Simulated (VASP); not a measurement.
# Hf3Re (Pm-3m) in VASP: further runs

The runs below take Hf3Re through single point, relaxation of cell and atoms, with PBE.

Everything below comes from runs of VASP 6.6.1. Logs are shortened: lines on timing, memory, paths and dates and some standing lists are left out, and cuts for length are marked.

### 1 The cell of the first run

The structure is cubic, space group Pm-3m (No. 221). The conventional cell has a = 4.302 Å, b = 4.302 Å, c = 4.302 Å, α = 90.00°, β = 90.00°, γ = 90.00°. Hf (site symmetry 4/mmm) has 8 Hf at 3.04 Å and 4 Re at 3.04 Å within 4.0 Å. Re (site symmetry m-3m) has 12 Hf at 3.04 Å within 4.0 Å.

### 2 Single point, PBE

INCAR

```
PREC = Accurate ; ENCUT = 520
EDIFF = 1E-6 ; ISMEAR = 0
SIGMA = 0.1 ; LREAL = F
LASPH = T ; NELM = 60
ALGO = Normal ; ISIF = 2
LWAVE = F ; LCHARG = F
GGA = PE ; NBANDS = 26
```

KPOINTS

```
regular mesh
0
Gamma
  4 4 4
```

POSCAR

```
Hf3Re
1.0
    4.3019175872      0.0000000000      0.0000000000
    0.0000000000      4.3019175872      0.0000000000
    0.0000000000      0.0000000000      4.3019175872
Hf Re
3 1
Direct
    0.0000000000      0.5000000000      0.5000000000
    0.5000000000      0.0000000000      0.5000000000
    0.5000000000      0.5000000000      0.0000000000
    0.0000000000      0.0000000000      0.0000000000
```

Potentials or basis: VASP PAW PBE potentials, release 64 (Hf_pv, Re).

The run is started by

```console
$ cat potpaw_PBE.64/Hf_pv/POTCAR potpaw_PBE.64/Re/POTCAR > POTCAR
$ mpirun -np 1 vasp_std > vasp.out
```

OUTCAR:

```text
PREC = Accurate
   ENCUT = 520
   EDIFF = 1E-6
   ISMEAR = 0
   LREAL = F
   LASPH = T
   NELM = 60
   ISIF = 2
   GGA = PE

 ion  position               nearest neighbor table
   1  0.000  0.500  0.500-   2 3.04   3 3.04   4 3.04   3 3.04   4 3.04   2 3.04   4 3.04   4 3.04
                             2 3.04   3 3.04   3 3.04   2 3.04
   2  0.500  0.000  0.500-   1 3.04   3 3.04   4 3.04   3 3.04   4 3.04   1 3.04   3 3.04   3 3.04
                             1 3.04   4 3.04   4 3.04   1 3.04
   3  0.500  0.500  0.000-   1 3.04   2 3.04   4 3.04   1 3.04   2 3.04   2 3.04   4 3.04   2 3.04
                             1 3.04   4 3.04   1 3.04   4 3.04
   4  0.000  0.000  0.000-   1 3.04   2 3.04   3 3.04   1 3.04   2 3.04   1 3.04   3 3.04   1 3.04
                             2 3.04   3 3.04   2 3.04   3 3.04

  LATTYP: Found a simple cubic cell.
 ALAT       =     4.3019175872

  Lattice vectors:

 A1 = (   4.3019175872,   0.0000000000,   0.0000000000)
 A2 = (   0.0000000000,   4.3019175872,   0.0000000000)
 A3 = (   0.0000000000,   0.0000000000,   4.3019175872)

Analysis of symmetry for initial positions (statically):
=====================================================================
 Subroutine PRICEL returns:
 Original cell was already a primitive cell.

 Routine SETGRP: Setting up the symmetry group for a
 simple cubic supercell.

 Subroutine GETGRP returns: Found 48 space group operations
 (whereof 48 operations were pure point group operations)
 out of a pool of 48 trial point group operations.

The static configuration has the point symmetry O_h .

Analysis of symmetry for dynamics (positions and initial velocities):
=====================================================================
 Subroutine PRICEL returns:
 Original cell was already a primitive cell.

 Routine SETGRP: Setting up the symmetry group for a
 simple cubic supercell.

 Subroutine GETGRP returns: Found 48 space group operations
 (whereof 48 operations were pure point group operations)
 out of a pool of 48 trial point group operations.

The dynamic configuration has the point symmetry O_h .

 Subroutine INISYM returns: Found 48 space group operations
 (whereof 48 operations are pure point group operations),
 and found     1 'primitive' translations

----------------------------------------------------------------------------------------

                                     Primitive cell

  volume of cell :      79.6134

  direct lattice vectors                    reciprocal lattice vectors
     4.301917587  0.000000000  0.000000000     0.232454476  0.000000000  0.000000000
     0.000000000  4.301917587  0.000000000     0.000000000  0.232454476  0.000000000
     0.000000000  0.000000000  4.301917587     0.000000000  0.000000000  0.232454476

  length of vectors
     4.301917587  4.301917587  4.301917587     0.232454476  0.232454476  0.232454476

  position of ions in fractional coordinates (direct lattice)
     0.000000000  0.500000000  0.500000000
     0.500000000  0.000000000  0.500000000
     0.500000000  0.500000000  0.000000000
     0.000000000  0.000000000  0.000000000

  ion indices of the primitive-cell ions
   primitive index   ion index
                 1           1
                 2           2
                 3           3
                 4           4

----------------------------------------------------------------------------------------

 KPOINTS: regular mesh

Automatic generation of k-mesh.
 Grid dimensions read from file:
 generate k-points for:    4    4    4

 Generating k-lattice:

  Cartesian coordinates                     Fractional coordinates (reciprocal lattice)
     0.058113619  0.000000000  0.000000000     0.250000000  0.000000000  0.000000000
     0.000000000  0.058113619  0.000000000     0.000000000  0.250000000  0.000000000
     0.000000000  0.000000000  0.058113619     0.000000000  0.000000000  0.250000000

  Length of vectors
     0.058113619  0.058113619  0.058113619

  Shift w.r.t. Gamma in fractional coordinates (k-lattice)
     0.000000000  0.000000000  0.000000000

 Subroutine IBZKPT returns following result:
 ===========================================

 Found     10 irreducible k-points:

 Following reciprocal coordinates:
            Coordinates               Weight
  0.000000  0.000000  0.000000      1.000000
  0.250000  0.000000  0.000000      6.000000
  0.500000  0.000000  0.000000      3.000000
  0.250000  0.250000  0.000000     12.000000
  0.500000  0.250000  0.000000     12.000000
  0.500000  0.500000  0.000000      3.000000
  0.250000  0.250000  0.250000      8.000000
  0.500000  0.250000  0.250000     12.000000
  0.500000  0.500000  0.250000      6.000000
  0.500000  0.500000  0.500000      1.000000
   k-points           NKPTS =     10   k-points in BZ     NKDIM =     10   number of bands    NBANDS=     26
   number of dos      NEDOS =    301   number of ions     NIONS =      4
   total plane-waves  NPLWV =  32768
   dimension x,y,z NGX =    32 NGY =   32 NGZ =   32
   dimension x,y,z NGXF=    64 NGYF=   64 NGZF=   64
   ions per type =               3   1
   NGX,Y,Z   is equivalent  to a cutoff of  12.37, 12.37, 12.37 a.u.
   NGXF,Y,Z  is equivalent  to a cutoff of  24.73, 24.73, 24.73 a.u.
 SYSTEM =  unknown system
   PREC   = accura    normal or accurate (medium, high low for compatibility)
   ISTART =      0    job   : 0-new  1-cont  2-samecut
   ICHARG =      2    charge: 1-file 2-atom 10-const
   ISPIN  =      1    spin polarized calculation?
   LNONCOLLINEAR =      F non collinear calculations
   LSORBIT =      F    spin-orbit coupling
   LASPH  =      T    aspherical Exc in radial PAW
   ENCUT  =  520.0 eV  38.22 Ry    6.18 a.u.   8.00  8.00  8.00*2*pi/ulx,y,z
   NELM   =     60;   NELMIN=  2; NELMDL= -5     # of ELM steps
   EDIFF  = 0.1E-05   stopping-criterion for ELM
   LREAL  =      F    real-space projection
   EDIFFG = 0.1E-04   stopping-criterion for IOM
   NSW    =      0    number of steps for IOM
   IBRION =     -1    ionic relax: 0-MD 1-quasi-New 2-CG
   NFREE  =      0    steps in history (QN), initial steepest desc. (CG)
   ISIF   =      2    stress and relaxation
   ISYM   =      2    0-nonsym 1-usesym 2-fastsym
   POTIM  = 0.5000    time-step for ionic-motion
   TEBEG  =    0.0;   TEEND  =   0.0 temperature during run
   PSTRESS=    0.0 pullay stress
   NELECT =      37.0000    total number of electrons
   NUPDOWN=      -1.0000    fix difference up-down
   EMIN   =  10.00;   EMAX   =-10.00  energy-range for DOS
   EFERMI =   0.00;   METHOD = LEGACY
   ISMEAR =     0;   SIGMA  =   0.10  broadening in eV -4-tet -1-fermi 0-gaus
   EFERMI_NEDOS =   21; number of points for ismear=-14 and -15
   IALGO  =     38    algorithm
   IMIX   =      4    mixing-type and parameters
     AMIX     =   0.40;   BMIX     =  1.00
     AMIX_MAG =   1.60;   BMIX_MAG =  1.00
  volume/ion in A,a.u.               =      19.90       134.31
  Fermi-wavevector in a.u.,A,eV,Ry     =   1.268080  2.396324 21.878534  1.608027
  Thomas-Fermi vector in A             =   2.401194
   LORBIT       =      0    0 simple, 1 ext, 2 COOP (PROOUT), +10 PAW based schemes
   GGA     = PE    functional components
   LHFCALC =     F    Hartree Fock is set to
   AEXX    =    0.0000 exact exchange contribution
   IVDW    =     0    specifies the selected vdW correction
   LEPSILON=     F    determine dielectric tensor
   LRPA    =     F    only Hartree local field effects (RPA)
 non-spin polarized calculation
 Gauss-broadening in eV      SIGMA  =   0.10
  energy-cutoff  :      520.00
  volume of cell :       79.61
 maximum number of plane-waves:      2176
 NGX is ok and might be reduce to    32
   NGX = 15   NGY = 15   NGZ = 15

 number of electron      37.0000002 magnetization

 Free energy of the ion-electron system (eV)
  ---------------------------------------------------
  ext. energy  EPLUGINS =         0.00000000
  ---------------------------------------------------
  free energy    TOTEN  =       -41.74952072 eV

  energy without entropy =      -41.73072703  energy(sigma->0) =      -41.74012388

 E-fermi :   5.3936     XC(G=0): -11.8875

 val. band max:        5.3533749751   @ k =   0.2500   0.0000   0.0000
 cond. band min:       5.4726490662   @ k =   0.2500   0.2500   0.2500
 fundamental gap:      0.1192740911
 Fermi energy:         5.3936381063

 k-point     1 :       0.0000    0.0000    0.0000
  band No.  band energies     occupation
      1     -25.3103      2.00000
      2     -25.3103      2.00000
      3     -25.3103      2.00000
      4     -24.8053      2.00000
      5     -24.8053      2.00000
      6     -24.8053      2.00000
[... 18 lines left out ...]
     25      11.2075      0.00000
     26      11.2696      0.00000

 k-point     2 :       0.2500    0.0000    0.0000
  band No.  band energies     occupation
      1     -25.2510      2.00000
      2     -25.2510      2.00000
      3     -25.2128      2.00000
      4     -24.8304      2.00000
      5     -24.8304      2.00000
      6     -24.8148      2.00000
[... 18 lines left out ...]
     25       9.5011      0.00000
     26      10.3774      0.00000

 k-point     3 :       0.5000    0.0000    0.0000
  band No.  band energies     occupation
      1     -25.1715      2.00000
      2     -25.1715      2.00000
      3     -24.9739      2.00000
      4     -24.9377      2.00000
      5     -24.8779      2.00000
      6     -24.8779      2.00000
[... 166 lines left out ...]
 k-point     9 :       0.5000    0.5000    0.2500
  band No.  band energies     occupation
      1     -25.4770      2.00000
      2     -25.2288      2.00000
      3     -25.1252      2.00000
      4     -25.1252      2.00000
      5     -24.7103      2.00000
      6     -24.6444      2.00000
[... 18 lines left out ...]
     25       7.1491      0.00000
     26      10.0074      0.00000

 k-point    10 :       0.5000    0.5000    0.5000
  band No.  band energies     occupation
      1     -25.6008      2.00000
      2     -25.2227      2.00000
      3     -25.2227      2.00000
      4     -25.2227      2.00000
      5     -24.5766      2.00000
      6     -24.5766      2.00000
[... 18 lines left out ...]
     25       6.6139      0.00000
     26      10.6352      0.00000

------------------------ aborting loop because EDIFF is reached ----------------------------------------

  FORCE on cell =-STRESS in cart. coord.  units (eV):
  Direction    XX          YY          ZZ          XY          YZ          ZX
  --------------------------------------------------------------------------------------
  -------------------------------------------------------------------------------------
  Total       -0.3303484     -0.3303484     -0.3303484      0.0000000      0.0000000      0.0000000
  in kB       -6.6480843     -6.6480843     -6.6480843      0.0000000      0.0000000      0.0000000
  external PRESSURE =      -6.6480843 kB  Pullay stress =       0.0000000 kB

 VOLUME and BASIS-vectors are now :
 -----------------------------------------------------------------------------
  energy-cutoff  :      520.00
  volume of cell :       79.61
      direct lattice vectors                 reciprocal lattice vectors
     4.301917587  0.000000000  0.000000000     0.232454476  0.000000000  0.000000000
     0.000000000  4.301917587  0.000000000     0.000000000  0.232454476  0.000000000
     0.000000000  0.000000000  4.301917587     0.000000000  0.000000000  0.232454476

 POSITION                                       TOTAL-FORCE (eV/Angst)
 -----------------------------------------------------------------------------------
      0.00000      2.15096      2.15096         0.000000      0.000000      0.000000
      2.15096      0.00000      2.15096         0.000000      0.000000      0.000000
      2.15096      2.15096      0.00000         0.000000      0.000000      0.000000
      0.00000      0.00000      0.00000         0.000000      0.000000      0.000000
 -----------------------------------------------------------------------------------
    total drift:                                0.000000     -0.000000     -0.000000

  FREE ENERGIE OF THE ION-ELECTRON SYSTEM (eV)
  ---------------------------------------------------
  free  energy   TOTEN  =       -41.7495207249 eV

  energy  without entropy=      -41.7307270305  energy(sigma->0) =      -41.74012388
```

Wall time 31 s (1 thread of Intel Xeon Platinum 8259CL at 2.50GHz (Skylake/Cascade Lake), shared host); peak memory 0.18 GiB.

Results:

```
Free energy : -41.7495 eV
Pressure    : -0.7 GPa
```

Caveat: the k points lie up to 0.37 Å⁻¹ apart; spin-orbit coupling is left out, which moves the levels of the heavy elements.

[end of part 1 of 2]
